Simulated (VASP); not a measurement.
# InSb3 (R-3m) in VASP: a series of runs, part 2 of 2

VASP 6.6.1.

## (3) Single point, PBE

This run uses another cell than the first one, of 28.72 Å³/atom.

INCAR

```
PREC = Accurate
ENCUT = 520
EDIFF = 1E-7
ISMEAR = 0
SIGMA = 0.15
LREAL = False
LASPH = True
NELM = 80
ALGO = Normal
ISIF = 2
LWAVE = False
LCHARG = True
GGA = PE
LELF = True
LVHAR = True
NBANDS = 22
```

KPOINTS

```
Automatic mesh
0
Gamma
  8 8 8
```

POSCAR

```
InSb3
1.0
    4.8620013280     -0.0560815005     -0.0560815005
   -0.0560815005      4.8620013280     -0.0560815005
   -0.0560815005     -0.0560815005      4.8620013280
In Sb
1 3
Direct
    0.0000000000      0.0000000000      0.0000000000
    0.5000000000      0.0000000000      0.5000000000
    0.0000000000      0.5000000000      0.5000000000
    0.5000000000      0.5000000000      0.0000000000
```

Potentials or basis: VASP PAW PBE potentials, release 64 (In_d, Sb).

Run with:

```bash
cat potpaw_PBE.64/In_d/POTCAR potpaw_PBE.64/Sb/POTCAR > POTCAR
mpirun -np 1 vasp_std > vasp.out
```

Run time: 2.1 min. Hardware: 1 thread of Intel Xeon 8259CL, shared host; peak memory 0.3 GiB.

Results (log left out):

- Free energy: -14.2311 eV
- Pressure: -1.4 GPa
- Band gap on the k mesh: zero (bands 14 and 15 overlap by 4.19 eV)

Stress tensor (GPa, compression positive):
```
-1.43  0.39  0.39
 0.39 -1.43  0.39
 0.39  0.39 -1.43
```

Levels at points of the mesh, in eV from the Fermi level:
```csv
k point,band 10,band 11,band 12,band 13,band 14,band 15,band 16,band 17,band 18,band 19
"(0.00, 0.00, 0.00)",-4.11,-4.02,-3.53,0.21,0.56,0.56,1.68,1.68,1.99,4.63
"(0.50, 0.00, 0.00)",-2.85,-2.61,-2.03,-1.87,-1.00,-0.74,1.87,1.88,2.35,2.36
"(0.50, 0.50, 0.00)",-2.41,-1.63,-1.55,-1.20,-1.09,-0.99,-0.38,1.17,3.07,3.45
"(0.50, 0.50, 0.50)",-4.77,-4.77,-4.67,-4.65,3.20,3.20,3.47,3.61,3.61,6.14
```

Caveat: spin-orbit coupling is left out, which moves the levels of the heavy elements.

## (4) Single point, PBE

This run uses another cell than the first one, of 29.58 Å³/atom.

INCAR

```
PREC     = Accurate       # precision mode
ENCUT    = 520            # plane-wave cutoff, eV
EDIFF    = 1E-6           # SCF threshold, eV
ISMEAR   = 0              # smearing method
SIGMA    = 0.15           # smearing width, eV
LREAL    = F              # projectors in reciprocal space
LASPH    = T              # aspherical terms in the spheres
NELM     = 100            # most SCF steps
ALGO     = Normal         # electronic algorithm
ISIF     = 2              # what is computed and relaxed
LWAVE    = F              # write WAVECAR
LCHARG   = F              # write CHGCAR
GGA      = PE             # functional
NBANDS   = 22             # bands
```

KPOINTS is that of step 3.

POSCAR

```
InSb3
1.0
    4.9101399550      0.0560815005      0.0560815005
    0.0560815005      4.9101399550      0.0560815005
    0.0560815005      0.0560815005      4.9101399550
In Sb
1 3
Direct
    0.0000000000      0.0000000000      0.0000000000
    0.5000000000      0.0000000000      0.5000000000
    0.0000000000      0.5000000000      0.5000000000
    0.5000000000      0.5000000000      0.0000000000
```

Potentials or basis: VASP PAW PBE potentials, release 64 (In_d, Sb).

Run with:

```bash
cat potpaw_PBE.64/In_d/POTCAR potpaw_PBE.64/Sb/POTCAR > POTCAR
mpirun -np 1 vasp_std > vasp.out
```

OUTCAR:

```text
PREC = Accurate
   ENCUT = 520
   EDIFF = 1E-6
   ISMEAR = 0
   LREAL = F
   LASPH = T
   NELM = 100
   ISIF = 2
   GGA = PE

 ion  position               nearest neighbor table
   1  0.000  0.000  0.000-   2 3.43   3 3.43   3 3.43   4 3.43   2 3.43   4 3.43   4 3.51   4 3.51
                             3 3.51   2 3.51   2 3.51   3 3.51
   2  0.500  0.000  0.500-   1 3.43   4 3.43   3 3.43   4 3.43   1 3.43   3 3.43   3 3.51   3 3.51
                             1 3.51   4 3.51   1 3.51   4 3.51
   3  0.000  0.500  0.500-   1 3.43   4 3.43   1 3.43   2 3.43   2 3.43   4 3.43   2 3.51   2 3.51
                             1 3.51   4 3.51   4 3.51   1 3.51
   4  0.500  0.500  0.000-   2 3.43   3 3.43   1 3.43   2 3.43   1 3.43   3 3.43   1 3.51   1 3.51
                             2 3.51   3 3.51   3 3.51   2 3.51

  LATTYP: Found a trigonal (rhomboedric) cell.
 ALAT       =     4.9107804519
 COS(alpha) =     0.0229675972

  Lattice vectors:

 A1 = (   4.9101399550,   0.0560815005,   0.0560815005)
 A2 = (   0.0560815005,   4.9101399550,   0.0560815005)
 A3 = (   0.0560815005,   0.0560815005,   4.9101399550)

Analysis of symmetry for initial positions (statically):
=====================================================================
[... 173 lines left out ...]
  free energy    TOTEN  =       -14.18798686 eV

  energy without entropy =      -14.16678694  energy(sigma->0) =      -14.17738690

 E-fermi :   7.0236     XC(G=0):  -9.7805

 val. band max:        6.9836172764   @ k =   0.5000   0.3750   0.0000
 cond. band min:       7.0359797742   @ k =   0.5000   0.3750   0.1250
 fundamental gap:      0.0523624978
 Fermi energy:         7.0235981251

 k-point     1 :       0.0000    0.0000    0.0000
  band No.  band energies     occupation
      1      -7.3987      2.00000
      2      -7.3987      2.00000
      3      -7.3902      2.00000
      4      -7.3856      2.00000
      5      -7.3856      2.00000
      6      -4.6611      2.00000
[... 589 lines left out ...]
     21      11.7768      0.00000
     22      13.2934      0.00000

 [... further k-points ...]
[... 5 lines left out ...]
  --------------------------------------------------------------------------------------
  -------------------------------------------------------------------------------------
  Total       -1.9523892     -1.9523892     -1.9523892     -0.2459746     -0.2459746     -0.2459746
  in kB      -26.4340721    -26.4340721    -26.4340721     -3.3303354     -3.3303354     -3.3303354
  external PRESSURE =     -26.4340721 kB  Pullay stress =       0.0000000 kB

 VOLUME and BASIS-vectors are now :
 -----------------------------------------------------------------------------
  energy-cutoff  :      520.00
  volume of cell :      118.33
      direct lattice vectors                 reciprocal lattice vectors
     4.910139955  0.056081500  0.056081500     0.203712732 -0.002300444 -0.002300444
     0.056081500  4.910139955  0.056081500    -0.002300444  0.203712732 -0.002300444
     0.056081500  0.056081500  4.910139955    -0.002300444 -0.002300444  0.203712732

 POSITION                                       TOTAL-FORCE (eV/Angst)
 -----------------------------------------------------------------------------------
      0.00000      0.00000      0.00000        -0.000000     -0.000000      0.000000
      2.48311      0.05608      2.48311        -0.000000      0.000000     -0.000000
      0.05608      2.48311      2.48311         0.000000     -0.000000      0.000000
      2.48311      2.48311      0.05608         0.000000     -0.000000      0.000000
 -----------------------------------------------------------------------------------
    total drift:                               -0.000000     -0.000000     -0.000000

  FREE ENERGIE OF THE ION-ELECTRON SYSTEM (eV)
  ---------------------------------------------------
  free  energy   TOTEN  =       -14.1879868574 eV

  energy  without entropy=      -14.1667869447  energy(sigma->0) =      -14.17738690
```

stdout:

```text
POSCAR found type information on POSCAR InSb
 POSCAR found :  2 types and       4 ions
 scaLAPACK will be used
 LDA part: xc-table for (Slater+PW92), standard interpolation
 POSCAR, INCAR and KPOINTS ok, starting setup
 FFT: planning ... GRIDC
 FFT: planning ... GRID_SOFT
 FFT: planning ... GRID
 WAVECAR not read
 entering main loop
```

Wall time 3.2 min (1 thread of Intel Xeon 8259CL, shared host); peak memory 0.34 GiB.

What came out:

```yaml
Free_energy: -14.1880 eV
Pressure: -2.6 GPa
Band_gap_on_the_k_mesh: zero (bands 14 and 15 overlap by 3.99 eV)
```

Stress tensor (GPa, compression positive):
```
-2.64 -0.33 -0.33
-0.33 -2.64 -0.33
-0.33 -0.33 -2.64
```

Caveat: spin-orbit coupling is left out, which moves the levels of the heavy elements.

## (5) Single point, PBE

This run uses another cell than the first one, of 29.58 Å³/atom.

INCAR

```
PREC = Accurate
ENCUT = 520
EDIFF = 1E-6
ISMEAR = 0
SIGMA = 0.15
LREAL = False
LASPH = True
NELM = 100
ALGO = Normal
ISIF = 2
LWAVE = False
LCHARG = True
GGA = PE
LELF = True
LVHAR = True
NBANDS = 22
```

KPOINTS is that of step 4.

POSCAR

```
InSb3
1.0
    4.9101399550     -0.0560815005     -0.0560815005
   -0.0560815005      4.9101399550     -0.0560815005
   -0.0560815005     -0.0560815005      4.9101399550
In Sb
1 3
Direct
    0.0000000000      0.0000000000      0.0000000000
    0.5000000000      0.0000000000      0.5000000000
    0.0000000000      0.5000000000      0.5000000000
    0.5000000000      0.5000000000      0.0000000000
```

Run with:

```bash
cat potpaw_PBE.64/In_d/POTCAR potpaw_PBE.64/Sb/POTCAR > POTCAR
mpirun -np 1 vasp_std > vasp.out
```

Run time: 3.4 min. Hardware: 1 thread of Intel Xeon 8259CL, shared host; peak memory 0.34 GiB.

It converged, with:

```yaml
Free_energy: -14.1874 eV
Pressure: -2.7 GPa
Band_gap_on_the_k_mesh: zero (bands 14 and 15 overlap by 4.04 eV)
```

Stress tensor (GPa, compression positive):
```
-2.65  0.34  0.34
 0.34 -2.65  0.34
 0.34  0.34 -2.65
```

Levels at points of the mesh, in eV from the Fermi level:
| k point | band 10 | band 11 | band 12 | band 13 | band 14 | band 15 | band 16 | band 17 | band 18 | band 19 |
| --- | --- | --- | --- | --- | --- | --- | --- | --- | --- | --- |
| (0.00, 0.00, 0.00) | -3.96 | -3.87 | -3.52 | 0.21 | 0.55 | 0.55 | 1.65 | 1.65 | 1.96 | 4.61 |
| (0.50, 0.00, 0.00) | -2.75 | -2.52 | -1.94 | -1.78 | -0.94 | -0.69 | 1.74 | 1.83 | 2.26 | 2.29 |
| (0.50, 0.50, 0.00) | -2.37 | -1.59 | -1.52 | -1.14 | -1.04 | -0.96 | -0.41 | 1.22 | 2.96 | 3.32 |
| (0.50, 0.50, 0.50) | -4.60 | -4.60 | -4.57 | -4.50 | 3.08 | 3.08 | 3.34 | 3.47 | 3.47 | 6.00 |

Caveat: spin-orbit coupling is left out, which moves the levels of the heavy elements.

## (6) Overview

| cell | gap on the mesh (eV) | pressure (GPa) |
| --- | --- | --- |
| a = 4.766 Å, angles 88.6°, 4 atoms | none | 1.7 |
| a = 4.863 Å, angles 91.3°, 4 atoms | none | -1.4 |
| a = 4.911 Å, angles 88.7°, 4 atoms | none | -2.6 |
| a = 4.911 Å, angles 91.3°, 4 atoms | none | -2.7 |

Alike in all rows: task single point; level PBE; potentials or basis VASP PAW PBE potentials, release 64 (In_d, Sb); no spin polarisation; k mesh 8 × 8 × 8; cutoff (eV) 520; smearing gaussian 0.15 eV.

Caveats: spin-orbit coupling is left out, which moves the levels of the heavy elements.

Absolute energies hang on the potentials; compare differences alone.

The gap in the log of VASP goes by the Fermi energy; the results here count the filled bands.